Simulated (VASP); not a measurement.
# AlGeSbH2 (P-6m2) in VASP: relaxation of cell and atoms with PBE

Aim: the relaxation of cell and atoms of AlGeSbH2 with PBE.

Program: VASP 6.6.1. These are calculated values, not measurements. Logs are shortened: lines on timing, memory, paths and dates and some standing lists are left out, and cuts for length are marked.

## (1) The cell of the first run

Symmetry: P-6m2, No. 187, hexagonal system. Conventional cell: a = 4.535 Å, b = 4.535 Å, c = 4.732 Å, α = 90.00°, β = 90.00°, γ = 120.00°. Within 3.5 Å of Al (site symmetry -6m2) lie 3 Sb at 2.62 Å and 3 Ge at 2.62 Å and 6 H at 2.99 Å. Within 1.9 Å of Ge (site symmetry -6m2) lie 2 H at 1.45 Å. Within 3.5 Å of Sb (site symmetry -6m2) lie 3 Al at 2.62 Å and 3 Ge at 2.62 Å and 6 H at 2.99 Å. H (site symmetry 3m) has 1 Ge at 1.45 Å and 1 H at 1.84 Å within 1.9 Å.

The cell was generated, and may not be a known phase.

## (2) Relaxation of cell and atoms, PBE

INCAR reads:

```
SYSTEM = AlGeSbH2
  PREC = Accurate
  ENCUT = 550
  EDIFF = 1E-7
  ISMEAR = 0
  SIGMA = 0.15
  LREAL = .False.
  LASPH = .True.
  NELM = 120
  ALGO = Normal
  ISIF = 3
  LWAVE = .False.
  LCHARG = .False.
  GGA = PE
  IBRION = 2
  NSW = 36
  EDIFFG = -0.08
  GGA_COMPAT = .False.
  NELMIN = 4
```

KPOINTS reads:

```
regular mesh
0
Gamma
  3 3 3
  0 0 0
```

POSCAR reads:

```
AlGeSbH2
1.0
    4.5346120900      0.0000000000      0.0000000000
   -2.2673060500      3.9270892700      0.0000000000
    0.0000000000      0.0000000000      4.7318448500
Al Ge Sb H
1 1 1 2
Direct
    0.6666666700      0.3333333300      0.0000000000
    0.0000000000      0.0000000000      0.0000000000
    0.3333333300      0.6666666700      0.0000000000
    0.0000000000      0.0000000000      0.6939695500
    0.0000000000      0.0000000000      0.3060304500
```

Potentials or basis: VASP PAW PBE potentials, release 64 (Al, Ge_d, Sb_d_GW, H).

On the command line:

```
> cat potpaw_PBE.64/Al/POTCAR potpaw_PBE.64/Ge_d/POTCAR potpaw_PBE.64/Sb_d_GW/POTCAR potpaw_PBE.64/H/POTCAR > POTCAR
> mpirun -np 1 vasp_std > vasp.out
```

OUTCAR:

```text
SYSTEM = AlGeSbH2
   PREC = Accurate
   ENCUT = 550
   EDIFF = 1E-7
   ISMEAR = 0
   LREAL = .False.
   LASPH = .True.
   NELM = 120
   ISIF = 3
   GGA = PE
   IBRION = 2
   NSW = 36
   EDIFFG = -0.08
   NELMIN = 4

 ion  position               nearest neighbor table
   1  0.667  0.333  0.000-   3 2.62   2 2.62   3 2.62   2 2.62   2 2.62   3 2.62
   2  0.000  0.000  0.000-   4 1.45   5 1.45   1 2.62   3 2.62   1 2.62   3 2.62   1 2.62   3 2.62

   3  0.333  0.667  0.000-   1 2.62   2 2.62   1 2.62   2 2.62   2 2.62   1 2.62
   4  0.000  0.000  0.694-   2 1.45
   5  0.000  0.000  0.306-   2 1.45

  LATTYP: Found a hexagonal cell.
 ALAT       =     4.5346120900
 C/A-ratio  =     1.0434949575

  Lattice vectors:

 A1 = (   4.5346120900,   0.0000000000,   0.0000000000)
 A2 = (  -2.2673060500,   3.9270892700,   0.0000000000)
 A3 = (   0.0000000000,   0.0000000000,   4.7318448500)

Analysis of symmetry for initial positions (statically):
=====================================================================
 Subroutine PRICEL returns:
 Original cell was already a primitive cell.

 Routine SETGRP: Setting up the symmetry group for a
 hexagonal supercell.

 Subroutine GETGRP returns: Found 12 space group operations
 (whereof 12 operations were pure point group operations)
 out of a pool of 24 trial point group operations.

The static configuration has the point symmetry D_3h.

Analysis of symmetry for dynamics (positions and initial velocities):
=====================================================================
 Subroutine PRICEL returns:
 Original cell was already a primitive cell.

 Routine SETGRP: Setting up the symmetry group for a
 hexagonal supercell.

 Subroutine GETGRP returns: Found 12 space group operations
 (whereof 12 operations were pure point group operations)
 out of a pool of 24 trial point group operations.

The dynamic configuration has the point symmetry D_3h.

 Subroutine INISYM returns: Found 12 space group operations
 (whereof 12 operations are pure point group operations),
 and found     1 'primitive' translations

----------------------------------------------------------------------------------------

                                     Primitive cell

  volume of cell :      84.2639

  direct lattice vectors                    reciprocal lattice vectors
     4.534612090  0.000000000  0.000000000     0.220526030  0.127320763  0.000000000
    -2.267306050  3.927089270  0.000000000     0.000000000  0.254641525  0.000000000
     0.000000000  0.000000000  4.731844850     0.000000000  0.000000000  0.211334063

  length of vectors
     4.534612090  4.534612096  4.731844850     0.254641525  0.254641525  0.211334063

  position of ions in fractional coordinates (direct lattice)
     0.666666670  0.333333330  0.000000000
     0.000000000  0.000000000  0.000000000
     0.333333330  0.666666670  0.000000000
     0.000000000  0.000000000  0.693969550
     0.000000000  0.000000000  0.306030450

  ion indices of the primitive-cell ions
   primitive index   ion index
                 1           1
                 2           2
                 3           3
                 4           4
                 5           5

----------------------------------------------------------------------------------------

 KPOINTS: regular mesh

Automatic generation of k-mesh.
 Grid dimensions read from file:
 generate k-points for:    3    3    3

 Generating k-lattice:

  Cartesian coordinates                     Fractional coordinates (reciprocal lattice)
     0.073508677  0.042440254  0.000000000     0.333333333  0.000000000  0.000000000
     0.000000000  0.084880508  0.000000000     0.000000000  0.333333333  0.000000000
     0.000000000  0.000000000  0.070444688     0.000000000  0.000000000  0.333333333

  Length of vectors
     0.084880508  0.084880508  0.070444688

  Shift w.r.t. Gamma in fractional coordinates (k-lattice)
     0.000000000  0.000000000  0.000000000

 Subroutine IBZKPT returns following result:
 ===========================================

 Found      6 irreducible k-points:

 Following reciprocal coordinates:
            Coordinates               Weight
  0.000000  0.000000  0.000000      1.000000
  0.333333 -0.000000  0.000000      6.000000
  0.333333  0.333333  0.000000      2.000000
  0.000000  0.000000  0.333333      2.000000
  0.333333 -0.000000  0.333333     12.000000
  0.333333  0.333333  0.333333      4.000000
   k-points           NKPTS =      6   k-points in BZ     NKDIM =      6   number of bands    NBANDS=     21
   number of dos      NEDOS =    301   number of ions     NIONS =      5
   total plane-waves  NPLWV =  46656
   dimension x,y,z NGX =    36 NGY =   36 NGZ =   36
   dimension x,y,z NGXF=    72 NGYF=   72 NGZF=   72
   ions per type =               1   1   1   2
   NGX,Y,Z   is equivalent  to a cutoff of  13.20, 13.20, 12.65 a.u.
   NGXF,Y,Z  is equivalent  to a cutoff of  26.40, 26.40, 25.30 a.u.
 SYSTEM =  AlGeSbH2
   PREC   = accura    normal or accurate (medium, high low for compatibility)
   ISTART =      0    job   : 0-new  1-cont  2-samecut
   ICHARG =      2    charge: 1-file 2-atom 10-const
   ISPIN  =      1    spin polarized calculation?
   LNONCOLLINEAR =      F non collinear calculations
   LSORBIT =      F    spin-orbit coupling
   LASPH  =      T    aspherical Exc in radial PAW
   ENCUT  =  550.0 eV  40.42 Ry    6.36 a.u.   8.67  8.67  9.05*2*pi/ulx,y,z
   NELM   =    120;   NELMIN=  4; NELMDL= -5     # of ELM steps
   EDIFF  = 0.1E-06   stopping-criterion for ELM
   LREAL  =      F    real-space projection
   EDIFFG = -.8E-01   stopping-criterion for IOM
   NSW    =     36    number of steps for IOM
   IBRION =      2    ionic relax: 0-MD 1-quasi-New 2-CG
   NFREE  =      1    steps in history (QN), initial steepest desc. (CG)
   ISIF   =      3    stress and relaxation
   ISYM   =      2    0-nonsym 1-usesym 2-fastsym
   POTIM  = 0.5000    time-step for ionic-motion
   TEBEG  =    0.0;   TEEND  =   0.0 temperature during run
   PSTRESS=    0.0 pullay stress
   NELECT =      34.0000    total number of electrons
   NUPDOWN=      -1.0000    fix difference up-down
   EMIN   =  10.00;   EMAX   =-10.00  energy-range for DOS
   EFERMI =   0.00;   METHOD = LEGACY
   ISMEAR =     0;   SIGMA  =   0.15  broadening in eV -4-tet -1-fermi 0-gaus
   EFERMI_NEDOS =   21; number of points for ismear=-14 and -15
   IALGO  =     38    algorithm
   IMIX   =      4    mixing-type and parameters
     AMIX     =   0.40;   BMIX     =  1.00
     AMIX_MAG =   1.60;   BMIX_MAG =  1.00
  volume/ion in A,a.u.               =      16.85       113.73
  Fermi-wavevector in a.u.,A,eV,Ry     =   1.209727  2.286052 19.911298  1.463439
  Thomas-Fermi vector in A             =   2.345295
   LORBIT       =      0    0 simple, 1 ext, 2 COOP (PROOUT), +10 PAW based schemes
   GGA     = PE    functional components
   LHFCALC =     F    Hartree Fock is set to
   AEXX    =    0.0000 exact exchange contribution
   IVDW    =     0    specifies the selected vdW correction
   LEPSILON=     F    determine dielectric tensor
   LRPA    =     F    only Hartree local field effects (RPA)
 conjugate gradient relaxation of ions
 non-spin polarized calculation
 Gauss-broadening in eV      SIGMA  =   0.15
  energy-cutoff  :      550.00
  volume of cell :       84.26
 maximum number of plane-waves:      2497
 NGX is ok and might be reduce to    36
   NGX = 17   NGY = 17   NGZ = 19

--------------------------------------- Ionic step        1  -------------------------------------------

 number of electron      33.9999998 magnetization

 Free energy of the ion-electron system (eV)
  ---------------------------------------------------
  ext. energy  EPLUGINS =         0.00000000
  ---------------------------------------------------
  free energy    TOTEN  =       -13.79347468 eV

  energy without entropy =      -13.74370748  energy(sigma->0) =      -13.76859108

------------------------ aborting loop because EDIFF is reached ----------------------------------------

  FORCE on cell =-STRESS in cart. coord.  units (eV):
  Direction    XX          YY          ZZ          XY          YZ          ZX
  --------------------------------------------------------------------------------------
  -------------------------------------------------------------------------------------
  Total       14.3232505     14.3232506      6.2805072     -0.0000000      0.0000000      0.0000000
  in kB      272.3395773    272.3395778    119.4163772     -0.0000003      0.0000000      0.0000000
  external PRESSURE =     221.3651774 kB  Pullay stress =       0.0000000 kB
[... 98 lines left out ...]
  FREE ENERGIE OF THE ION-ELECTRON SYSTEM (eV)
  ---------------------------------------------------
  free  energy   TOTEN  =       -15.6685392349 eV

  energy  without entropy=      -15.6080817214  energy(sigma->0) =      -15.63831048

[... ionic steps 4 to 19 ...]

--------------------------------------- Ionic step       20  -------------------------------------------

 number of electron      33.9999994 magnetization

------------------------ aborting loop because EDIFF is reached ----------------------------------------

  FORCE on cell =-STRESS in cart. coord.  units (eV):
  Direction    XX          YY          ZZ          XY          YZ          ZX
  --------------------------------------------------------------------------------------
  -------------------------------------------------------------------------------------
  Total        0.2694550      0.2694550      1.0723779     -0.0000000      0.0000000      0.0000000
  in kB        4.0950316      4.0950316     16.2974184     -0.0000000      0.0000000      0.0000000
  external PRESSURE =       8.1624939 kB  Pullay stress =       0.0000000 kB
[... 63 lines left out ...]
  energy  without entropy=      -16.3562530742  energy(sigma->0) =      -16.39689842

--------------------------------------- Ionic step       22  -------------------------------------------

 number of electron      33.9999999 magnetization

 Free energy of the ion-electron system (eV)
  ---------------------------------------------------
  ext. energy  EPLUGINS =         0.00000000
  ---------------------------------------------------
  free energy    TOTEN  =       -16.43887970 eV

  energy without entropy =      -16.35722019  energy(sigma->0) =      -16.39804994

 E-fermi :   2.8189     XC(G=0):  -8.4209

 val. band max:        2.8079661044   @ k =   0.3333  -0.0000   0.0000
 cond. band min:       2.8578573306   @ k =   0.3333   0.3333   0.3333
 fundamental gap:      0.0498912262
 Fermi energy:         2.8189046523

 k-point     1 :       0.0000    0.0000    0.0000
  band No.  band energies     occupation
      1     -26.1937      2.00000
      2     -26.1937      2.00000
      3     -26.1372      2.00000
      4     -26.1372      2.00000
      5     -26.1274      2.00000
      6     -21.8362      2.00000
[... 165 lines left out ...]
  FREE ENERGIE OF THE ION-ELECTRON SYSTEM (eV)
  ---------------------------------------------------
  free  energy   TOTEN  =       -16.4388796954 eV

  energy  without entropy=      -16.3572201893  energy(sigma->0) =      -16.39804994

 reached required accuracy - stopping structural energy minimisation
```

Wall time 4.2 min (1 thread of AMD EPYC 7R13 (Zen 3), shared host); peak memory 0.2 GiB.

Results:

| Quantity | Value |
| --- | --- |
| Free energy | -16.4389 eV |
| Relaxed volume | 21.29 Å³/atom |
| Relaxed cell | a = 5.184 Å, b = 5.184 Å, c = 4.574 Å, α = 90.00°, β = 90.00°, γ = 120.00° |
| Space group after relaxing (to 0.1 Å) | P-6m2 (No. 187) |
| Energy gained by relaxing | 529.1 meV/atom |
| Ionic steps | 22 |
| Pressure after relaxing | 0.3 GPa |
| Largest force after relaxing | 0.058 eV/Å |
| Band gap on the k mesh | zero (bands 17 and 18 overlap by 1.44 eV) |

Forces on the atoms (eV/Å):
```
Al   0.000  0.000  0.000
Ge   0.000  0.000  0.000
Sb   0.000  0.000  0.000
H    0.000  0.000 -0.058
H    0.000  0.000  0.058
```

The path:
| step | energy change (eV) | largest force (eV/Å) | pressure (GPa) | volume (Å³) |
| --- | --- | --- | --- | --- |
| 1 | 0.0000 | 2.8259 | 22.14 | 84.26 |
| 2 | -1.8610 | 0.1027 | -1.97 | 115.78 |
| 3 | -1.8751 | 0.2088 | -0.66 | 111.73 |
| 4 | -1.8754 | 0.1881 | -0.89 | 112.37 |
| 5 | -1.9406 | 0.4148 | -0.57 | 110.91 |
| 6 | -2.0395 | 1.0434 | 0.29 | 107.20 |
| 7 | -1.7755 | 2.4821 | 2.84 | 98.83 |
| 8 | -2.0363 | 1.2943 | 0.56 | 106.03 |
| 9 | -2.0747 | 1.3243 | 0.36 | 105.64 |
| 10 | -2.1856 | 1.4058 | 0.03 | 104.40 |
| 11 | -2.2418 | 1.0348 | 0.63 | 101.66 |
| 12 | -2.2578 | 1.3452 | 0.18 | 102.74 |
| 13 | -2.3818 | 1.0394 | 0.51 | 102.33 |
| 14 | -2.4109 | 1.2535 | 1.58 | 101.58 |
| 15 | -2.4453 | 0.4469 | 0.91 | 102.00 |
| 16 | -2.4523 | 0.1062 | 1.15 | 101.82 |
| 17 | -2.5456 | 0.2792 | 0.94 | 102.77 |
| 18 | -2.6213 | 0.5069 | 0.83 | 104.37 |
| 19 | -2.6279 | 0.5555 | 0.83 | 104.85 |
| 20 | -2.6311 | 0.6082 | 0.82 | 105.42 |
| 21 | -2.6441 | 0.2297 | 0.20 | 106.79 |
| 22 | -2.6454 | 0.0577 | 0.35 | 106.45 |

Final structure:
```yaml
crystal:
  lattice:
    - [5.18398, 0.00000, 0.00000]
    - [-2.59199, 4.48946, 0.00000]
    - [0.00000, 0.00000, 4.57393]
  atoms:
    - { symbol: Al, position: [0.66667, 0.33333, 0.00000] }
    - { symbol: Ge, position: [0.00000, 0.00000, 0.00000] }
    - { symbol: Sb, position: [0.33333, 0.66667, 0.00000] }
    - { symbol: H, position: [0.00000, 0.00000, 0.59365] }
    - { symbol: H, position: [0.00000, 0.00000, 0.40635] }
```

Levels at points of the mesh, in eV from the Fermi level:
| k point | band 13 | band 14 | band 15 | band 16 | band 17 | band 18 | band 19 | band 20 | band 21 |
| --- | --- | --- | --- | --- | --- | --- | --- | --- | --- |
| (0.00, 0.00, 0.00) | -3.77 | -2.76 | -2.76 | -2.56 | -2.10 | -1.45 | -1.45 | 1.10 | 4.17 |

Caveat: the k points lie up to 0.47 Å⁻¹ apart in the final cell, too coarse for converged energies and pressures of a metal; the volume moved by over 15 % at a fixed basis, so the end points are rough; spin-orbit coupling is left out, which moves the levels of the heavy elements; the relaxation stopped at a loose force limit of 0.08 eV/Å, so its end isn't a converged minimum.

The gap in the log of VASP goes by the Fermi energy; the results here count the filled bands.